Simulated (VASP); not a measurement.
Here is a VASP 6.6.1 calculation.

INCAR

```
SYSTEM = TePb
PREC = Accurate
ENCUT = 520
EDIFF = 1E-7
ISMEAR = -1
SIGMA = 0.05
LREAL = .FALSE.
LASPH = .TRUE.
NELM = 100
ALGO = Normal
ISIF = 2
LWAVE = .FALSE.
LCHARG = .FALSE.
GGA = PE
NBANDS = 17
```

The input KPOINTS:

```
Automatic mesh
0
G
  7 7 7
  0 0 0
```

POSCAR

```
TePb
1.0
    4.0287929844      0.0000000000      0.0000000000
    0.0000000000      4.0287929844      0.0000000000
    0.0000000000      0.0000000000      4.0287929844
Pb Te
1 1
Direct
    0.0000000000      0.0000000000      0.0000000000
    0.5000000000      0.5000000000      0.5000000000
```

Potentials or basis: VASP PAW PBE potentials, release 64 (Pb_d, Te).

The run is started by

```console
$ cat potpaw_PBE.64/Pb_d/POTCAR potpaw_PBE.64/Te/POTCAR > POTCAR
$ mpirun -np 1 vasp_std > vasp.out
```

Problem. What does it give for the band gap on the k mesh?

Solution. Zero (band 10 reaches 6.34 eV, above the bottom of band 11 at 5.60 eV).

Problem. Predict the pressure.

Solution. -0.8 GPa.

Caveat: spin-orbit coupling is left out, which moves the levels of the heavy elements.
